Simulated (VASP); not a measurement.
Wanted: the native input for a VASP 6.6.1 run.

```yaml
Task: single point
Functional: SVWN5
Potentials_or_basis: VASP PAW PBE potentials, release 64 (Si, C)
Cutoff: 520 eV
k_mesh: 10 × 10 × 3
Occupations: fermi-dirac, width 0.05 eV
Spin: no spin polarisation
Dipole_correction: no
Further_INCAR_settings: ALGO = Normal; EDIFF = 1e-06; NBANDS = 26
```

The structure of SiC lies in POSCAR:

```
SiC
1.0
    3.0960635787      0.0000000000      0.0000000000
   -1.5480317893      2.6812697109      0.0000000000
    0.0000000000      0.0000000000     10.1373414467
Si C
4 4
Direct
    0.0000000000      0.0000000000      0.1878943800
    0.0000000000      0.0000000000      0.6878943800
    0.3333333333      0.6666666667      0.4378419800
    0.6666666667      0.3333333333      0.9378419800
    0.0000000000      0.0000000000      0.0004600500
    0.0000000000      0.0000000000      0.5004600500
    0.3333333333      0.6666666667      0.2498025900
    0.6666666667      0.3333333333      0.7498025900
```

These files were run (other wordings do the same):

INCAR

```
PREC = Accurate ; ENCUT = 520
EDIFF = 1E-6 ; ISMEAR = -1
SIGMA = 0.05 ; LREAL = F
LASPH = T ; NELM = 80
ALGO = Normal ; ISIF = 2
LWAVE = F ; LCHARG = T
GGA = VW ; LELF = T
LVHAR = T ; NBANDS = 26
```

KPOINTS

```
Automatic mesh
0
Gamma
  10 10 3
```

Potentials or basis: VASP PAW PBE potentials, release 64 (Si, C).

Launch:

```sh
$ cat potpaw_PBE.64/Si/POTCAR potpaw_PBE.64/C/POTCAR > POTCAR
$ mpirun -np 1 vasp_std > vasp.out
```

It gave:

| Property | Result |
| --- | --- |
| Pressure | -6.8 GPa |
| Largest force | 0.010 eV/Å |
| Band gap on the k mesh | 2.17 eV, indirect (least direct gap 3.30 eV) |

Caveat: the PAW data sets were made with another functional, which shifts forces and pressure a little.

Wall time 35 s on 1 thread of Intel(R) Xeon(R) Platinum 8488C (Sapphire Rapids) (shared host), peak memory 0.19 GiB.
